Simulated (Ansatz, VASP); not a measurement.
# BeS: VASP beside Ansatz

The input INCAR:

```
SYSTEM = BeS
ALGO = Normal ; EDIFF = 1E-6
ENCUT = 520 ; GGA = PE
ISIF = 2 ; ISMEAR = -1
LASPH = .TRUE. ; LCHARG = .FALSE.
LREAL = .FALSE. ; LWAVE = .FALSE.
NBANDS = 16 ; NELM = 80
PREC = Accurate ; SIGMA = 0.02
```

KPOINTS

```
k-points
0
G
  12 12 6
  0 0 0
```

The input POSCAR:

```
BeS
1.0
    3.3002359560      0.0000000000      0.0000000000
   -1.6501179780      2.8580881764      0.0000000000
    0.0000000000      0.0000000000      4.9987672712
Be S
2 2
Direct
    0.0000000000      0.0000000000      0.0000000000
    0.0000000000      0.0000000000      0.5000000000
    0.3333333333      0.6666666667      0.2500000000
    0.6666666667      0.3333333333      0.7500000000
```

Input for Ansatz:

```yaml
crystal:
  lattice:
    - [3.300235956, 0.0, 0.0]
    - [-1.650117978, 2.8580881764, 0.0]
    - [0.0, 0.0, 4.9987672712]
  atoms:
    - { symbol: Be, position: [0.0, 0.0, 0.0] }
    - { symbol: Be, position: [0.0, 0.0, 0.5] }
    - { symbol: S, position: [0.3333333333, 0.6666666667, 0.25] }
    - { symbol: S, position: [0.6666666667, 0.3333333333, 0.75] }
kpoints:
  mp_grid: { grid: [12, 12, 6] }
  band_path:
    path:
      - [0.0, 0.0, 0.0]
      - [0.5, 0.0, 0.0]
      - [0.3333333333, 0.3333333333, 0.0]
      - [0.0, 0.0, 0.5]
      - [0.5, 0.0, 0.5]
      - [0.3333333333, 0.3333333333, 0.5]
    npoints: 1
hamiltonian:
  xc: pbe
scf:
  occupations: { method: fermi_dirac, width: 0.02 }
  n_extra_bands: 5
output:
  forces: true
  stress: true
  eigenvalues: true
```

Change from the starting cell: uniaxial_z strain -4.9%.

Alike in both runs: task single point; functional PBE; k mesh 12 × 12 × 6; occupations fermi-dirac, width 0.02 eV; no spin polarisation.

|  | VASP | Ansatz |
| --- | --- | --- |
| version | VASP 6.6.1 | Ansatz 0.2.0 |
| potentials or method | VASP PAW PBE potentials, release 64 (Be, S) | plane waves, PAW |
| plane-wave cutoff (eV) | 520 | 420 |
| valence electrons in the cell | 16 | 16 |

Ansatz gave:

- gap on the k mesh at the Fermi level (eV): 1.06
- pressure (GPa): 5.8
- traceless stress, the component that is largest in VASP (GPa): 6.45

Problem. Which values does VASP return?

Solution. gap on the k mesh at the Fermi level (eV): 1.07; pressure (GPa): 5.7; traceless stress, the component that is largest in VASP (GPa): 6.43.
